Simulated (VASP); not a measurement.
# Hf32CuO64 (a cell with a defect): single point with r2SCAN

Hf32CuO64 (a cell with a defect):

```
CELL_PARAMETERS angstrom
7.20955 7.20955 0.00000
-7.20955 7.20955 0.00000
0.00000 0.00000 10.52941
ATOMIC_POSITIONS crystal
Hf 0.00411 0.24348 0.25947
Hf 0.25189 0.99613 0.25644
Hf 0.00235 0.00548 0.01328
Hf 0.23315 0.25750 0.99201
Hf 0.00880 0.27328 0.73696
Hf 0.24277 0.01774 0.76404
Hf 0.02376 0.00099 0.49361
Hf 0.26727 0.24537 0.50932
Hf 0.98198 0.73952 0.22890
Hf 0.25824 0.46488 0.26216
Hf 0.98530 0.49062 0.00701
Hf 0.24060 0.75278 0.96654
Hf 0.00628 0.76461 0.72895
Hf 0.26579 0.50299 0.75346
Hf 0.00947 0.50730 0.48339
Hf 0.26908 0.75517 0.50379
Hf 0.51394 0.23446 0.24950
Hf 0.75285 0.98654 0.23890
Hf 0.49660 0.99908 0.00230
Hf 0.73745 0.25583 0.98907
Hf 0.51070 0.26921 0.73726
Hf 0.75318 0.01150 0.76303
Hf 0.52975 0.99815 0.48923
Hf 0.76489 0.25588 0.50822
Hf 0.51373 0.74253 0.22090
Hf 0.74934 0.48421 0.25134
Hf 0.48349 0.48504 0.00953
Hf 0.74352 0.74914 0.97278
Hf 0.51036 0.76989 0.72747
Hf 0.76387 0.50764 0.75104
Hf 0.51111 0.50258 0.48868
Hf 0.76738 0.76272 0.49917
O 0.13753 0.12447 0.35431
O 0.38476 0.34477 0.35747
O 0.13437 0.36657 0.40291
O 0.37700 0.10180 0.41709
O 0.11821 0.37356 0.14444
O 0.40874 0.08401 0.17285
O 0.14298 0.12121 0.10799
O 0.37042 0.34484 0.11011
O 0.10692 0.14298 0.85748
O 0.37175 0.36075 0.85723
O 0.12247 0.39475 0.89240
O 0.34823 0.10499 0.92561
O 0.13162 0.39972 0.64385
O 0.36100 0.14680 0.67092
O 0.11649 0.14237 0.60530
O 0.38509 0.38494 0.60395
O 0.10343 0.59889 0.31194
O 0.37505 0.84144 0.33096
O 0.14276 0.87688 0.39890
O 0.34298 0.58852 0.41613
O 0.12689 0.87436 0.15015
O 0.37912 0.59191 0.16275
O 0.10410 0.64001 0.06451
O 0.38847 0.84343 0.07488
O 0.14166 0.64896 0.81364
O 0.36274 0.86823 0.82858
O 0.11432 0.89070 0.89173
O 0.36887 0.60721 0.90660
O 0.14242 0.89165 0.64403
O 0.36827 0.64159 0.65561
O 0.10313 0.65750 0.56562
O 0.40220 0.88017 0.58236
O 0.64193 0.11368 0.34768
O 0.88398 0.37681 0.35139
O 0.63476 0.36520 0.39612
O 0.89474 0.13726 0.41848
O 0.61892 0.37059 0.14305
O 0.90080 0.10073 0.17107
O 0.63797 0.12090 0.09841
O 0.86826 0.35541 0.10531
O 0.61100 0.13574 0.84892
O 0.87103 0.36503 0.85419
O 0.62138 0.38938 0.89148
O 0.85265 0.10308 0.92412
O 0.63311 0.39804 0.64238
O 0.85752 0.15327 0.67146
O 0.61194 0.14851 0.59245
O 0.88514 0.39222 0.60017
O 0.60090 0.59793 0.32314
O 0.88523 0.87602 0.34386
O 0.63283 0.86257 0.37783
O 0.86176 0.62448 0.38984
O 0.63572 0.87038 0.12949
O 0.86033 0.60887 0.14127
O 0.61114 0.62808 0.06891
O 0.87971 0.85935 0.08707
O 0.63886 0.64585 0.81815
O 0.86248 0.86199 0.83466
O 0.61627 0.88432 0.88470
O 0.87765 0.61345 0.89400
O 0.64539 0.89526 0.63508
O 0.86319 0.64394 0.64381
O 0.60851 0.65529 0.56677
O 0.89274 0.89099 0.59184
Cu 0.24112 0.72261 0.23185
```

```yaml
Program: VASP 6.6.1
Task: single point
Functional: r2SCAN
Potentials_or_basis: VASP PAW PBE potentials, release 64 (Hf_pv, O, Cu)
Cutoff: 580 eV
k_mesh: 1 × 1 × 1
Occupations: fermi-dirac, width 0.01 eV
Spin: no spin polarisation
```

```json
{"Largest force": "0.220 eV/Å"}
```

Forces on the atoms (eV/Å):
```
Hf   0.026 -0.084  0.082
Hf  -0.047 -0.014  0.084
Hf  -0.019 -0.064  0.079
Hf   0.097 -0.046 -0.014
Hf  -0.036 -0.044 -0.055
Hf   0.064 -0.024  0.068
Hf   0.005  0.011 -0.012
Hf   0.029 -0.005 -0.028
Hf   0.005 -0.072 -0.122
Hf   0.008  0.014  0.150
Hf  -0.090  0.091 -0.007
Hf   0.019 -0.060 -0.211
Hf   0.024  0.006 -0.073
Hf  -0.130  0.070  0.058
Hf  -0.006  0.040 -0.052
Hf  -0.022 -0.001  0.112
Hf   0.018 -0.025 -0.034
Hf   0.016  0.014 -0.047
Hf   0.013 -0.077  0.077
Hf   0.066 -0.040 -0.008
Hf  -0.022 -0.058 -0.083
Hf   0.065 -0.019  0.096
Hf  -0.039 -0.062  0.056
Hf   0.013  0.016  0.019
Hf   0.043 -0.039 -0.096
Hf  -0.006 -0.002  0.065
Hf  -0.067  0.097  0.054
Hf  -0.025 -0.022 -0.100
Hf  -0.005 -0.023 -0.088
Hf  -0.111  0.071  0.038
Hf  -0.048  0.020 -0.028
Hf   0.022 -0.043  0.091
O    0.028 -0.109 -0.115
O   -0.051 -0.034 -0.155
O   -0.014  0.099 -0.033
O    0.042  0.068  0.119
O    0.052  0.014  0.107
O   -0.006  0.005  0.080
O   -0.059  0.018 -0.148
O   -0.086 -0.019 -0.130
O    0.004  0.143 -0.097
O   -0.036  0.037 -0.090
O    0.037 -0.054  0.141
O    0.002 -0.047  0.055
O    0.043 -0.021  0.192
O   -0.092 -0.016  0.083
O   -0.001  0.043 -0.091
O    0.106 -0.013 -0.041
O   -0.026  0.007 -0.055
O    0.010 -0.082 -0.179
O    0.000  0.133  0.104
O    0.020  0.068  0.039
O    0.005  0.026  0.144
O    0.035 -0.048  0.098
O   -0.017 -0.011 -0.091
O   -0.005  0.015 -0.061
O   -0.021  0.126 -0.064
O   -0.052 -0.032 -0.072
O    0.050  0.076  0.131
O    0.004 -0.141  0.110
O   -0.064 -0.007  0.118
O   -0.046  0.001  0.080
O    0.047 -0.021 -0.116
O    0.168  0.003 -0.130
O   -0.023 -0.136 -0.121
O    0.015  0.008 -0.132
O    0.022  0.078  0.071
O   -0.008  0.074  0.136
O    0.003 -0.016  0.110
O    0.055 -0.010  0.091
O   -0.063  0.047 -0.086
O   -0.070  0.010 -0.155
O   -0.030  0.121 -0.107
O    0.003  0.029 -0.103
O    0.055 -0.063  0.129
O   -0.031 -0.046  0.057
O    0.032 -0.004  0.128
O   -0.044 -0.004  0.083
O   -0.006  0.044 -0.098
O    0.086 -0.032 -0.068
O    0.015 -0.014 -0.125
O   -0.009 -0.091 -0.179
O   -0.003  0.132  0.117
O   -0.036  0.046  0.112
O   -0.030 -0.034  0.171
O    0.121  0.039  0.169
O   -0.095 -0.029 -0.048
O    0.032  0.046  0.007
O    0.028  0.134 -0.109
O   -0.068 -0.045 -0.120
O    0.016  0.032  0.084
O    0.009 -0.167  0.096
O   -0.039 -0.013  0.054
O   -0.062  0.018  0.095
O    0.030 -0.012 -0.103
O    0.154  0.036 -0.150
Cu   0.003 -0.027 -0.015
```

Levels at points of the mesh, in eV from the Fermi level:
| k point | band 354 | band 355 | band 356 | band 357 | band 358 | band 359 | band 360 | band 361 |
| --- | --- | --- | --- | --- | --- | --- | --- | --- |
| (0.00, 0.00, 0.00) | -1.27 | -0.89 | -0.64 | -0.29 | 3.21 | 3.27 | 3.28 | 3.32 |

It took 18 min on 4 MPI ranks on Intel(R) Xeon(R) Platinum 8375C CPU @ 2.90GHz (Ice Lake) (shared host), peak memory 0.46 GiB a rank.

Caveat: the k points lie up to 0.62 Å⁻¹ apart; the cell carries a net charge on a neutralising background, which shifts energy and pressure; the cell is charged against a uniform background, so pressure and absolute levels hang on convention; the PAW data sets were made with another functional, which shifts forces and pressure a little; spin-orbit coupling is left out, which moves the levels of the heavy elements.
